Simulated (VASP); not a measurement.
A run of VASP 6.6.1:

INCAR

```
PREC = Accurate
ENCUT = 520
EDIFF = 1E-8
ISMEAR = -1
SIGMA = 0.05
LREAL = False
LASPH = True
NELM = 60
ALGO = Normal
ISIF = 2
LWAVE = False
LCHARG = False
GGA = PE
LEFG = True
NBANDS = 12
```

Contents of KPOINTS:

```
regular mesh
0
Gamma
  15 15 15
```

POSCAR

```
Ti
1.0
    0.0000000000      2.0706000000      2.0300000000
    2.0706000000      0.0000000000      2.0300000000
    2.0706000000      2.0706000000      0.0000000000
Ti
1
Direct
    0.0000000000      0.0000000000      0.0000000000
```

Potentials or basis: VASP PAW PBE potentials, release 64 (Ti_sv).

Launch:

```sh
$ cat potpaw_PBE.64/Ti_sv/POTCAR > POTCAR
$ mpirun -np 1 vasp_std > vasp.out
```

Hardware: 1 thread of Intel(R) Xeon(R) Platinum 8259CL CPU @ 2.50GHz (Skylake/Cascade Lake), on a shared host.

How long does it take, and how much memory?

It took 57 s on 1 thread of Intel(R) Xeon(R) Platinum 8259CL CPU @ 2.50GHz (Skylake/Cascade Lake) (shared host), peak memory 0.19 GiB. Counts: scf iterations 16, k points 288.
